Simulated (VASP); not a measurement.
# IrRu (P-6m2) in VASP: single point with LDA

Aim: the single point of IrRu with LDA.

Everything below comes from runs of VASP 6.6.1. Logs are shortened: lines on timing, memory, paths and dates and some standing lists are left out, and cuts for length are marked.

**1. The cell of the first run**

Symmetry: P-6m2, No. 187, hexagonal system. The conventional cell has a = 2.725 Å, b = 2.725 Å, c = 4.331 Å, α = 90.00°, β = 90.00°, γ = 120.00°. Within 3.5 Å of Ru (site symmetry -6m2) lie 6 Ir at 2.68 Å and 6 Ru at 2.72 Å. Ir (site symmetry -6m2) has 6 Ru at 2.68 Å and 6 Ir at 2.72 Å within 3.5 Å.

**2. Single point, LDA**

File INCAR:

```
SYSTEM = IrRu
  PREC = Accurate
  ENCUT = 560
  EDIFF = 1E-6
  ISMEAR = 0
  SIGMA = 0.1
  LREAL = .FALSE.
  LASPH = .TRUE.
  NELM = 120
  ALGO = Normal
  ISIF = 2
  LWAVE = .FALSE.
  LCHARG = .FALSE.
  NBANDS = 24
  GGA_COMPAT = .FALSE.
```

File KPOINTS:

```
regular mesh
0
G
  9 9 4
  0 0 0
```

File POSCAR:

```
IrRu
1.0
    2.7249110840      0.0000000000      0.0000000000
   -1.3624555420      2.3598422218      0.0000000000
    0.0000000000      0.0000000000      4.3306976446
Ru Ir
1 1
Direct
    0.6666666700      0.3333333300      0.0000000000
    0.0000000000      0.0000000000      0.5000000000
```

Potentials or basis: VASP PAW LDA potentials, release 64 (Ru_sv, Ir_sv_GW).

Started as:

```
cat potpaw_LDA.64/Ru_sv/POTCAR potpaw_LDA.64/Ir_sv_GW/POTCAR > POTCAR
mpirun -np 1 vasp_std > vasp.out
```

OUTCAR:

```text
SYSTEM = IrRu
   PREC = Accurate
   ENCUT = 560
   EDIFF = 1E-6
   ISMEAR = 0
   LREAL = .FALSE.
   LASPH = .TRUE.
   NELM = 120
   ISIF = 2

 ion  position               nearest neighbor table
   1  0.667  0.333  0.000-   2 2.68   2 2.68   2 2.68   2 2.68   2 2.68   2 2.68
   2  0.000  0.000  0.500-   1 2.68   1 2.68   1 2.68   1 2.68   1 2.68   1 2.68

  LATTYP: Found a hexagonal cell.
 ALAT       =     2.7249110840
 C/A-ratio  =     1.5892987004

  Lattice vectors:

 A1 = (   2.7249110840,   0.0000000000,   0.0000000000)
 A2 = (  -1.3624555420,   2.3598422218,   0.0000000000)
 A3 = (   0.0000000000,   0.0000000000,   4.3306976446)

Analysis of symmetry for initial positions (statically):
=====================================================================
 Subroutine PRICEL returns:
 Original cell was already a primitive cell.

 Routine SETGRP: Setting up the symmetry group for a
 hexagonal supercell.

 Subroutine GETGRP returns: Found 12 space group operations
 (whereof 12 operations were pure point group operations)
 out of a pool of 24 trial point group operations.

The static configuration has the point symmetry D_3h.

Analysis of symmetry for dynamics (positions and initial velocities):
=====================================================================
 Subroutine PRICEL returns:
 Original cell was already a primitive cell.

 Routine SETGRP: Setting up the symmetry group for a
 hexagonal supercell.

 Subroutine GETGRP returns: Found 12 space group operations
 (whereof 12 operations were pure point group operations)
 out of a pool of 24 trial point group operations.

The dynamic configuration has the point symmetry D_3h.

 Subroutine INISYM returns: Found 12 space group operations
 (whereof 12 operations are pure point group operations),
 and found     1 'primitive' translations

----------------------------------------------------------------------------------------

                                     Primitive cell

  volume of cell :      27.8479

  direct lattice vectors                    reciprocal lattice vectors
     2.724911084  0.000000000  0.000000000     0.366984452  0.211878572  0.000000000
    -1.362455542  2.359842222  0.000000000     0.000000000  0.423757144  0.000000000
     0.000000000  0.000000000  4.330697645     0.000000000  0.000000000  0.230909678

  length of vectors
     2.724911084  2.724911084  4.330697645     0.423757144  0.423757144  0.230909678

  position of ions in fractional coordinates (direct lattice)
     0.666666670  0.333333330  0.000000000
     0.000000000  0.000000000  0.500000000

  ion indices of the primitive-cell ions
   primitive index   ion index
                 1           1
                 2           2

----------------------------------------------------------------------------------------

 KPOINTS: regular mesh

Automatic generation of k-mesh.
 Grid dimensions read from file:
 generate k-points for:    9    9    4

 Generating k-lattice:

  Cartesian coordinates                     Fractional coordinates (reciprocal lattice)
     0.040776050  0.023542064  0.000000000     0.111111111  0.000000000  0.000000000
     0.000000000  0.047084127  0.000000000     0.000000000  0.111111111  0.000000000
     0.000000000  0.000000000  0.057727420     0.000000000  0.000000000  0.250000000

  Length of vectors
     0.047084127  0.047084127  0.057727420

  Shift w.r.t. Gamma in fractional coordinates (k-lattice)
     0.000000000  0.000000000  0.000000000

 Subroutine IBZKPT returns following result:
 ===========================================

 Found     36 irreducible k-points:

 Following reciprocal coordinates:
            Coordinates               Weight
  0.000000  0.000000  0.000000      1.000000
  0.111111 -0.000000  0.000000      6.000000
  0.222222 -0.000000  0.000000      6.000000
  0.333333  0.000000  0.000000      6.000000
  0.444444 -0.000000  0.000000      6.000000
  0.111111  0.111111  0.000000      6.000000
[... 16 lines left out ...]
  0.333333  0.222222  0.250000     24.000000
  0.333333  0.333333  0.250000      4.000000
 [... further k-points ...]
   k-points           NKPTS =     36   k-points in BZ     NKDIM =     36   number of bands    NBANDS=     24
   number of dos      NEDOS =    301   number of ions     NIONS =      2
   total plane-waves  NPLWV =  20736
   dimension x,y,z NGX =    24 NGY =   24 NGZ =   36
   dimension x,y,z NGXF=    48 NGYF=   48 NGZF=   72
   ions per type =               1   1
   NGX,Y,Z   is equivalent  to a cutoff of  14.64, 14.64, 13.82 a.u.
   NGXF,Y,Z  is equivalent  to a cutoff of  29.28, 29.28, 27.64 a.u.
 SYSTEM =  IrRu
   PREC   = accura    normal or accurate (medium, high low for compatibility)
   ISTART =      0    job   : 0-new  1-cont  2-samecut
   ICHARG =      2    charge: 1-file 2-atom 10-const
   ISPIN  =      1    spin polarized calculation?
   LNONCOLLINEAR =      F non collinear calculations
   LSORBIT =      F    spin-orbit coupling
   LASPH  =      T    aspherical Exc in radial PAW
   ENCUT  =  560.0 eV  41.16 Ry    6.42 a.u.   5.26  5.26  8.36*2*pi/ulx,y,z
   NELM   =    120;   NELMIN=  2; NELMDL= -5     # of ELM steps
   EDIFF  = 0.1E-05   stopping-criterion for ELM
   LREAL  =      F    real-space projection
   EDIFFG = 0.1E-04   stopping-criterion for IOM
   NSW    =      0    number of steps for IOM
   IBRION =     -1    ionic relax: 0-MD 1-quasi-New 2-CG
   NFREE  =      0    steps in history (QN), initial steepest desc. (CG)
   ISIF   =      2    stress and relaxation
   ISYM   =      2    0-nonsym 1-usesym 2-fastsym
   POTIM  = 0.5000    time-step for ionic-motion
   TEBEG  =    0.0;   TEEND  =   0.0 temperature during run
   PSTRESS=    0.0 pullay stress
   NELECT =      33.0000    total number of electrons
   NUPDOWN=      -1.0000    fix difference up-down
   EMIN   =  10.00;   EMAX   =-10.00  energy-range for DOS
   EFERMI =   0.00;   METHOD = LEGACY
   ISMEAR =     0;   SIGMA  =   0.10  broadening in eV -4-tet -1-fermi 0-gaus
   EFERMI_NEDOS =   21; number of points for ismear=-14 and -15
   IALGO  =     38    algorithm
   IMIX   =      4    mixing-type and parameters
     AMIX     =   0.40;   BMIX     =  1.00
     AMIX_MAG =   1.60;   BMIX_MAG =  1.00
  volume/ion in A,a.u.               =      13.92        93.96
  Fermi-wavevector in a.u.,A,eV,Ry     =   1.732401  3.273763 40.833984  3.001213
  Thomas-Fermi vector in A             =   2.806584
   LORBIT       =      0    0 simple, 1 ext, 2 COOP (PROOUT), +10 PAW based schemes
   GGA     = CA    functional components
   LHFCALC =     F    Hartree Fock is set to
   AEXX    =    0.0000 exact exchange contribution
   IVDW    =     0    specifies the selected vdW correction
   LEPSILON=     F    determine dielectric tensor
   LRPA    =     F    only Hartree local field effects (RPA)
 non-spin polarized calculation
 Gauss-broadening in eV      SIGMA  =   0.10
  energy-cutoff  :      560.00
  volume of cell :       27.85
 maximum number of plane-waves:       846
 NGX is ok and might be reduce to    24
   NGX = 11   NGY = 11   NGZ = 17

 number of electron      32.9999999 magnetization

 Free energy of the ion-electron system (eV)
  ---------------------------------------------------
  ext. energy  EPLUGINS =         0.00000000
  ---------------------------------------------------
  free energy    TOTEN  =       -21.58812330 eV

  energy without entropy =      -21.56799031  energy(sigma->0) =      -21.57805680

 E-fermi :  13.8023     XC(G=0): -14.6251

 val. band max:       13.7980565228   @ k =   0.2222   0.1111   0.2500
 cond. band min:      13.8164499173   @ k =   0.3333   0.0000   0.2500
 fundamental gap:      0.0183933945
 Fermi energy:        13.8022603952

 k-point     1 :       0.0000    0.0000    0.0000
  band No.  band energies     occupation
      1     -78.7597      2.00000
      2     -59.0282      2.00000
      3     -35.8800      2.00000
      4     -35.5158      2.00000
      5     -35.5158      2.00000
      6     -29.2749      2.00000
[... 16 lines left out ...]
     23      30.3823      0.00000
     24      31.2527      0.00000

 k-point     2 :       0.1111   -0.0000    0.0000
  band No.  band energies     occupation
      1     -78.7549      2.00000
      2     -59.0168      2.00000
      3     -35.8678      2.00000
      4     -35.5860      2.00000
      5     -35.5331      2.00000
      6     -29.2680      2.00000
[... 16 lines left out ...]
     23      30.8993      0.00000
     24      31.8125      0.00000

 k-point     3 :       0.2222   -0.0000    0.0000
  band No.  band energies     occupation
      1     -78.7425      2.00000
      2     -58.9876      2.00000
      3     -35.8373      2.00000
      4     -35.7613      2.00000
      5     -35.5760      2.00000
      6     -29.2504      2.00000
[... 16 lines left out ...]
     23      30.3569      0.00000
     24      30.8045      0.00000

 k-point     4 :       0.3333    0.0000    0.0000
  band No.  band energies     occupation
      1     -78.7280      2.00000
      2     -58.9542      2.00000
      3     -35.9565      2.00000
      4     -35.8020      2.00000
      5     -35.6244      2.00000
      6     -29.3499      2.00000
[... 16 lines left out ...]
     23      27.9771      0.00000
     24      28.6302      0.00000

 k-point     5 :       0.4444   -0.0000    0.0000
  band No.  band energies     occupation
      1     -78.7188      2.00000
      2     -58.9324      2.00000
      3     -36.0820      2.00000
      4     -35.7793      2.00000
      5     -35.6556      2.00000
      6     -29.5003      2.00000
[... 451 lines left out ...]
 k-point    22 :       0.2222    0.2222    0.2500
  band No.  band energies     occupation
      1     -78.7218      2.00000
      2     -58.9396      2.00000
      3     -35.9702      2.00000
      4     -35.7878      2.00000
      5     -35.7225      2.00000
      6     -29.3562      2.00000
[... 16 lines left out ...]
     23      27.3302      0.00000
     24      29.0824      0.00000

 k-point    23 :       0.3333    0.2222    0.2500
  band No.  band energies     occupation
      1     -78.7147      2.00000
      2     -58.9227      2.00000
      3     -36.0148      2.00000
      4     -35.8000      2.00000
      5     -35.7732      2.00000
      6     -29.4087      2.00000
[... 16 lines left out ...]
     23      25.9609      0.00000
     24      28.3816      0.00000

 k-point    24 :       0.3333    0.3333    0.2500
  band No.  band energies     occupation
      1     -78.7122      2.00000
      2     -58.9168      2.00000
      3     -35.9326      2.00000
      4     -35.9258      2.00000
      5     -35.7681      2.00000
      6     -29.3073      2.00000
[... 16 lines left out ...]
     23      25.9104      0.00000
     24      26.3019      0.00000

 [... further k-points ...]
[... 5 lines left out ...]
  --------------------------------------------------------------------------------------
  -------------------------------------------------------------------------------------
  Total       -1.9825922     -1.9825922     -1.9375968      0.0000000      0.0000000      0.0000000
  in kB     -114.0645818   -114.0645818   -111.4758554      0.0000000      0.0000000      0.0000000
  external PRESSURE =    -113.2016730 kB  Pullay stress =       0.0000000 kB

 VOLUME and BASIS-vectors are now :
 -----------------------------------------------------------------------------
  energy-cutoff  :      560.00
  volume of cell :       27.85
      direct lattice vectors                 reciprocal lattice vectors
     2.724911084  0.000000000  0.000000000     0.366984452  0.211878572  0.000000000
    -1.362455542  2.359842222  0.000000000     0.000000000  0.423757144  0.000000000
     0.000000000  0.000000000  4.330697645     0.000000000  0.000000000  0.230909678

 POSITION                                       TOTAL-FORCE (eV/Angst)
 -----------------------------------------------------------------------------------
      1.36246      0.78661      0.00000        -0.000000     -0.000000      0.000000
      0.00000      0.00000      2.16535         0.000000      0.000000      0.000000
 -----------------------------------------------------------------------------------
    total drift:                               -0.000038      0.000022      0.000000

  FREE ENERGIE OF THE ION-ELECTRON SYSTEM (eV)
  ---------------------------------------------------
  free  energy   TOTEN  =       -21.5881232988 eV

  energy  without entropy=      -21.5679903100  energy(sigma->0) =      -21.57805680
```

Run time: 13 s. Hardware: 1 thread of Intel Xeon 6975P-C (Granite Rapids), shared host; peak memory 0.16 GiB.

What came out:

* Free energy: -21.5881 eV
* Pressure: -11.3 GPa
* Band gap on the k mesh: zero (an odd number of electrons rules out a gap without spin polarisation)

Stress tensor (GPa, compression positive):
```
-11.41   0.00   0.00
  0.00 -11.41   0.00
  0.00   0.00 -11.15
```

Caveat: the k points lie up to 0.36 Å⁻¹ apart, too coarse for converged energies and pressures of a metal; spin-orbit coupling is left out, which moves the levels of the heavy elements.
